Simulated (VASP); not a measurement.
# EuNi2 (P6/mmm) in VASP: density of states with PBEsol

Aim: the density of states of EuNi2 with PBEsol.

Program: VASP 6.6.1. These are calculated values, not measurements. Logs are shortened: lines on timing, memory, paths and dates and some standing lists are left out, and cuts for length are marked.

**1. The cell of the first run**

The structure is hexagonal, space group P6/mmm (No. 191). Conventional cell: a = 3.914 Å, b = 3.914 Å, c = 3.996 Å, α = 90.00°, β = 90.00°, γ = 120.00°. Eu (site symmetry 6/mmm) has 12 Ni at 3.02 Å and 8 Eu at 3.91 to 4.00 Å within 4.0 Å. Ni (site symmetry -6m2) has 3 Ni at 2.26 Å within 3.0 Å.

**2. Density of states, PBEsol, collinear spin, ferromagnetic start**

File POSCAR:

```
EuNi2
1.0
    3.9143068857      0.0000000000      0.0000000000
   -1.9571534429      3.3898892012      0.0000000000
    0.0000000000      0.0000000000      3.9956115310
Eu Ni
1 2
Direct
    0.0000000000      0.0000000000      0.0000000000
    0.3333333333      0.6666666667      0.5000000000
    0.6666666667      0.3333333333      0.5000000000
```

File INCAR.step1:

```
ALGO = Normal
EDIFF = 1E-6
ENCUT = 520
GGA = PS
ISIF = 2
ISMEAR = 0
ISPIN = 2
LASPH = T
LCHARG = T
LMAXMIX = 6
LREAL = F
LWAVE = F
MAGMOM = 7.23 0.05 0.05
NBANDS = 30
NELM = 150
PREC = Accurate
SIGMA = 0.05
```

File KPOINTS.step1:

```
k-points
0
Gamma
  10 10 8
```

File INCAR.step2:

```
ALGO = Normal
EDIFF = 1E-6
ENCUT = 520
GGA = PS
ICHARG = 11
ISIF = 2
ISMEAR = -5
ISPIN = 2
LASPH = T
LCHARG = F
LMAXMIX = 6
LORBIT = 11
LREAL = F
LWAVE = F
MAGMOM = 7.23 0.05 0.05
NBANDS = 30
NEDOS = 1001
NELM = 150
PREC = Accurate
SIGMA = 0.05
```

File KPOINTS.step2:

```
k-points
0
Gamma
  15 15 12
```

Potentials or basis: VASP PAW PBE potentials, release 64 (Eu, Ni).

Started as:

```sh
cat potpaw_PBE.64/Eu/POTCAR potpaw_PBE.64/Ni/POTCAR > POTCAR
cp INCAR.step1 INCAR
cp KPOINTS.step1 KPOINTS
mpirun -np 1 vasp_std > vasp.out
cp INCAR.step2 INCAR
cp KPOINTS.step2 KPOINTS
mpirun -np 1 vasp_std > vasp.out
```

OUTCAR:

```text
EDIFF = 1E-6
   ENCUT = 520
   GGA = PS
   ICHARG = 11
   ISIF = 2
   ISMEAR = -5
   ISPIN = 2
   LASPH = T
   LORBIT = 11
   LREAL = F
   NELM = 150
   PREC = Accurate

 ion  position               nearest neighbor table
   1  0.000  0.000  0.000-   2 3.02   3 3.02   2 3.02   3 3.02   3 3.02   3 3.02   2 3.02   2 3.02
                             3 3.02   3 3.02   2 3.02   2 3.02
   2  0.333  0.667  0.500-   3 2.26   3 2.26   3 2.26   1 3.02   1 3.02   1 3.02   1 3.02   1 3.02
                             1 3.02
   3  0.667  0.333  0.500-   2 2.26   2 2.26   2 2.26   1 3.02   1 3.02   1 3.02   1 3.02   1 3.02
                             1 3.02

  LATTYP: Found a hexagonal cell.
 ALAT       =     3.9143068857
 C/A-ratio  =     1.0207711474

  Lattice vectors:

 A1 = (   3.9143068857,   0.0000000000,   0.0000000000)
 A2 = (  -1.9571534429,   3.3898892012,   0.0000000000)
 A3 = (   0.0000000000,   0.0000000000,   3.9956115310)

Analysis of symmetry for initial positions (statically):
=====================================================================
 Subroutine PRICEL returns:
 Original cell was already a primitive cell.

 Routine SETGRP: Setting up the symmetry group for a
 hexagonal supercell.

 Subroutine GETGRP returns: Found 24 space group operations
 (whereof 24 operations were pure point group operations)
 out of a pool of 24 trial point group operations.

The static configuration has the point symmetry D_6h.

Analysis of symmetry for dynamics (positions and initial velocities):
=====================================================================
 Subroutine PRICEL returns:
 Original cell was already a primitive cell.

 Routine SETGRP: Setting up the symmetry group for a
 hexagonal supercell.

 Subroutine GETGRP returns: Found 24 space group operations
 (whereof 24 operations were pure point group operations)
 out of a pool of 24 trial point group operations.

The dynamic configuration has the point symmetry D_6h.

Analysis of structural, dynamic, and magnetic symmetry:
=====================================================================
 Subroutine PRICEL returns:
 Original cell was already a primitive cell.

 Routine SETGRP: Setting up the symmetry group for a
 hexagonal supercell.

 Subroutine GETGRP returns: Found 24 space group operations
 (whereof 24 operations were pure point group operations)
 out of a pool of 24 trial point group operations.

The overall configuration has the point symmetry D_6h.

 Subroutine INISYM returns: Found 24 space group operations
 (whereof 24 operations are pure point group operations),
 and found     1 'primitive' translations

----------------------------------------------------------------------------------------

                                     Primitive cell

  volume of cell :      53.0180

  direct lattice vectors                    reciprocal lattice vectors
     3.914306886  0.000000000  0.000000000     0.255473071  0.147497446  0.000000000
    -1.957153443  3.389889201  0.000000000     0.000000000  0.294994892  0.000000000
     0.000000000  0.000000000  3.995611531     0.000000000  0.000000000  0.250274581

  length of vectors
     3.914306886  3.914306886  3.995611531     0.294994892  0.294994892  0.250274581

  position of ions in fractional coordinates (direct lattice)
     0.000000000  0.000000000  0.000000000
     0.333333333  0.666666667  0.500000000
     0.666666667  0.333333333  0.500000000

  ion indices of the primitive-cell ions
   primitive index   ion index
                 1           1
                 2           2
                 3           3

----------------------------------------------------------------------------------------

 KPOINTS: k-points

Automatic generation of k-mesh.
 Grid dimensions read from file:
 generate k-points for:   15   15   12

 Generating k-lattice:

  Cartesian coordinates                     Fractional coordinates (reciprocal lattice)
     0.017031538  0.009833163  0.000000000     0.066666667 -0.000000000  0.000000000
     0.000000000  0.019666326  0.000000000     0.000000000  0.066666667  0.000000000
     0.000000000  0.000000000  0.020856215     0.000000000  0.000000000  0.083333333

  Length of vectors
     0.019666326  0.019666326  0.020856215

  Shift w.r.t. Gamma in fractional coordinates (k-lattice)
     0.000000000  0.000000000  0.000000000

 TETIRR: Found   2748 inequivalent tetrahedra from    16200

 Subroutine IBZKPT returns following result:
 ===========================================

 Found    189 irreducible k-points:

 Following reciprocal coordinates:
            Coordinates               Weight
  0.000000  0.000000  0.000000      1.000000
  0.066667  0.000000  0.000000      6.000000
  0.133333  0.000000  0.000000      6.000000
  0.200000  0.000000  0.000000      6.000000
  0.266667  0.000000  0.000000      6.000000
  0.333333  0.000000  0.000000      6.000000
[... 16 lines left out ...]
  0.333333  0.200000  0.000000     12.000000
  0.400000  0.200000  0.000000      6.000000
 [... further k-points ...]
   k-points           NKPTS =    189   k-points in BZ     NKDIM =    189   number of bands    NBANDS=     30
   number of dos      NEDOS =   1001   number of ions     NIONS =      3
   total plane-waves  NPLWV =  27000
   dimension x,y,z NGX =    30 NGY =   30 NGZ =   30
   dimension x,y,z NGXF=    60 NGYF=   60 NGZF=   60
   ions per type =               1   2
   NGX,Y,Z   is equivalent  to a cutoff of  12.74, 12.74, 12.48 a.u.
   NGXF,Y,Z  is equivalent  to a cutoff of  25.48, 25.48, 24.96 a.u.
 SYSTEM =  unknown system
   PREC   = accura    normal or accurate (medium, high low for compatibility)
   ISTART =      0    job   : 0-new  1-cont  2-samecut
   ICHARG =     11    charge: 1-file 2-atom 10-const
   ISPIN  =      2    spin polarized calculation?
   LNONCOLLINEAR =      F non collinear calculations
   LSORBIT =      F    spin-orbit coupling
   LASPH  =      T    aspherical Exc in radial PAW
   ENCUT  =  520.0 eV  38.22 Ry    6.18 a.u.   7.28  7.28  7.43*2*pi/ulx,y,z
   NELM   =    150;   NELMIN=  2; NELMDL=  0     # of ELM steps
   EDIFF  = 0.1E-05   stopping-criterion for ELM
   LREAL  =      F    real-space projection
   EDIFFG = 0.1E-04   stopping-criterion for IOM
   NSW    =      0    number of steps for IOM
   IBRION =     -1    ionic relax: 0-MD 1-quasi-New 2-CG
   NFREE  =      0    steps in history (QN), initial steepest desc. (CG)
   ISIF   =      2    stress and relaxation
   ISYM   =      2    0-nonsym 1-usesym 2-fastsym
   POTIM  = 0.5000    time-step for ionic-motion
   TEBEG  =    0.0;   TEEND  =   0.0 temperature during run
   PSTRESS=    0.0 pullay stress
   NELECT =      37.0000    total number of electrons
   NUPDOWN=      -1.0000    fix difference up-down
   EMIN   =  10.00;   EMAX   =-10.00  energy-range for DOS
   EFERMI =   0.00;   METHOD = LEGACY
   ISMEAR =    -5;   SIGMA  =   0.05  broadening in eV -4-tet -1-fermi 0-gaus
   EFERMI_NEDOS =   21; number of points for ismear=-14 and -15
   IALGO  =     38    algorithm
   IMIX   =      4    mixing-type and parameters
     AMIX     =   0.40;   BMIX     =  1.00
     AMIX_MAG =   1.60;   BMIX_MAG =  1.00
  volume/ion in A,a.u.               =      17.67       119.26
  Fermi-wavevector in a.u.,A,eV,Ry     =   1.452114  2.744099 28.689741  2.108637
  Thomas-Fermi vector in A             =   2.569534
   LORBIT       =     11    0 simple, 1 ext, 2 COOP (PROOUT), +10 PAW based schemes
   GGA     = PS    functional components
   LHFCALC =     F    Hartree Fock is set to
   AEXX    =    0.0000 exact exchange contribution
   IVDW    =     0    specifies the selected vdW correction
   LEPSILON=     F    determine dielectric tensor
   LRPA    =     F    only Hartree local field effects (RPA)
 spin polarized calculation
 Fermi weights with tetrahedron method with Bloechl corrections
  energy-cutoff  :      520.00
  volume of cell :       53.02
 maximum number of plane-waves:      1485
 NGX is ok and might be reduce to    30

 number of electron      36.9999996 magnetization       6.8254483

 Free energy of the ion-electron system (eV)
  ---------------------------------------------------
  ext. energy  EPLUGINS =         0.00000000
  ---------------------------------------------------
  free energy    TOTEN  =       -24.40298400 eV

  energy without entropy =      -24.40298400  energy(sigma->0) =      -24.40298400

 E-fermi :   5.2258     XC(G=0): -11.5954

 val. band max:        5.2365492806   @ k =   0.4667   0.0667   0.4167
 cond. band min:       5.2014988483   @ k =   0.2000   0.1333   0.5000
 fundamental gap:     -0.0350504324
 Fermi energy:         5.2258133173

 spin component 1

 k-point     1 :       0.0000    0.0000    0.0000
  band No.  band energies     occupation
      1     -35.6327      1.00000
      2     -14.2661      1.00000
      3     -14.2078      1.00000
      4     -14.2078      1.00000
      5      -1.3588      1.00000
      6       2.0987      1.00000
[... 781 lines left out ...]
     29      11.0435      0.00000
     30      15.1091      0.00000

 [... further k-points ...]

 spin component 2

 k-point     1 :       0.0000    0.0000    0.0000
  band No.  band energies     occupation
      1     -32.6701      1.00000
      2     -12.1217      1.00000
      3     -12.0232      1.00000
      4     -12.0232      1.00000
      5      -1.0796      1.00000
      6       2.2446      1.00000
[... 781 lines left out ...]
     29      12.1042      0.00000
     30      15.9503      0.00000

 [... further k-points ...]

------------------------ aborting loop because EDIFF is reached ----------------------------------------

  FORCE on cell =-STRESS in cart. coord.  units (eV):
  Direction    XX          YY          ZZ          XY          YZ          ZX
  --------------------------------------------------------------------------------------
  -------------------------------------------------------------------------------------
  Total       -1.1973857     -1.1973857     -1.2358853      0.0000000     -0.0000000      0.0000000
  in kB      -36.1843698    -36.1843698    -37.3478091      0.0000000     -0.0000000      0.0000000
  external PRESSURE =     -36.5721829 kB  Pullay stress =       0.0000000 kB

 VOLUME and BASIS-vectors are now :
 -----------------------------------------------------------------------------
  energy-cutoff  :      520.00
  volume of cell :       53.02
      direct lattice vectors                 reciprocal lattice vectors
     3.914306886  0.000000000  0.000000000     0.255473071  0.147497446  0.000000000
    -1.957153443  3.389889201  0.000000000     0.000000000  0.294994892  0.000000000
     0.000000000  0.000000000  3.995611531     0.000000000  0.000000000  0.250274581

 POSITION                                       TOTAL-FORCE (eV/Angst)
 -----------------------------------------------------------------------------------
      0.00000      0.00000      0.00000         0.000000      0.000000      0.000000
     -0.00000      2.25993      1.99781         0.000000      0.000000     -0.000000
      1.95715      1.12996      1.99781        -0.000000     -0.000000      0.000000
 -----------------------------------------------------------------------------------
    total drift:                               -0.000000      0.000000     -0.000000

  FREE ENERGIE OF THE ION-ELECTRON SYSTEM (eV)
  ---------------------------------------------------
  free  energy   TOTEN  =       -24.4029840041 eV

  energy  without entropy=      -24.4029840041  energy(sigma->0) =      -24.40298400

 total charge

# of ion       s       p       d       f       tot
--------------------------------------------------
    1        2.064   5.702   0.446   6.509  14.721
    2        0.601   0.368   8.372   0.000   9.341
    3        0.601   0.368   8.372   0.000   9.341
--------------------------------------------------
tot          3.266   6.437  17.189   6.509  33.402

 magnetization (x)

# of ion       s       p       d       f       tot
--------------------------------------------------
    1       -0.003  -0.084   0.092   6.458   6.464
    2       -0.005   0.023  -0.013   0.000   0.004
    3       -0.005   0.023  -0.013   0.000   0.004
--------------------------------------------------
tot         -0.013  -0.039   0.066   6.458   6.472
```

It took 18 min on 1 thread of Intel Xeon Platinum 8259CL at 2.50GHz (Skylake/Cascade Lake), shared host; peak memory 0.57 GiB.

Results:

| Item | Value |
| --- | --- |
| Net moment | 6.83 μB per cell |
| Site moments | Eu +6.46; Ni +0.00 μB |
| Valence electrons inside the program's atomic spheres | Eu 14.72; Ni 9.34 |

Caveat: the PAW data sets were made with another functional, which shifts forces and pressure a little; spin-orbit coupling is left out, which moves the levels of the heavy elements; without U or exact exchange the open f shell lies at the Fermi level, which spoils levels, moments and volumes; tetrahedron occupations give inexact forces and stress in metals.
